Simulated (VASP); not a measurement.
A run of VASP 6.6.1 is set up as follows.

The input INCAR:

```
PREC     = Accurate       # precision mode
ENCUT    = 520            # plane-wave cutoff, eV
EDIFF    = 1E-6           # SCF threshold, eV
ISMEAR   = 0              # smearing method
SIGMA    = 0.1            # smearing width, eV
LREAL    = False          # projectors in reciprocal space
LASPH    = True           # aspherical terms in the spheres
NELM     = 80             # most SCF steps
ALGO     = Normal         # electronic algorithm
ISIF     = 2              # what is computed and relaxed
LWAVE    = False          # write WAVECAR
LCHARG   = False          # write CHGCAR
GGA      = PE             # functional
NBANDS   = 41             # bands
```

KPOINTS

```
regular mesh
0
Gamma
  3 3 4
```

Contents of POSCAR:

```
Al5GaAs6
1.0
    6.6259156800      0.0000000000      0.0000000000
   -3.3129578400      5.7382113000      0.0000000000
    0.0000000000      0.0000000000      6.3088570600
Al Ga As
5 1 6
Direct
    0.3333333300      0.3333333300      0.9999840900
    0.0000000000      0.6666666700      0.9999840900
    0.6666666700      0.0000000000      0.9999840900
    0.6666666700      0.3333333300      0.4999840900
    0.3333333300      0.6666666700      0.4999840900
    0.0000000000      0.0000000000      0.4999840900
    0.3333333300      0.3333333300      0.3740159000
    0.0000000000      0.6666666700      0.3740159000
    0.6666666700      0.0000000000      0.3740159000
    0.6666666700      0.3333333300      0.8740159000
    0.3333333300      0.6666666700      0.8740159000
    0.0000000000      0.0000000000      0.8740159000
```

Potentials or basis: VASP PAW PBE potentials, release 64 (Al, Ga_d, As).

Command:

```sh
$ cat potpaw_PBE.64/Al/POTCAR potpaw_PBE.64/Ga_d/POTCAR potpaw_PBE.64/As/POTCAR > POTCAR
$ mpirun -np 1 vasp_std > vasp.out
```

Q: Predict the pressure.

A: 15.6 GPa.

Q: What does it give for the band gap on the k mesh?

A: 1.42 eV, indirect (least direct gap 1.81 eV).

Q: Predict the largest force.

A: 0.102 eV/Å.

Forces on the atoms (eV/Å):
```
Al  -0.003 -0.004  0.030
Al  -0.003  0.004  0.030
Al   0.005  0.000  0.030
Al   0.000  0.000  0.080
Al   0.000  0.000  0.080
Ga   0.000  0.000  0.102
As   0.019  0.033 -0.087
As   0.019 -0.033 -0.087
As  -0.038  0.000 -0.087
As   0.000  0.000 -0.062
As   0.000  0.000 -0.062
As   0.000  0.000  0.034
```

A k mesh can miss the band edges.
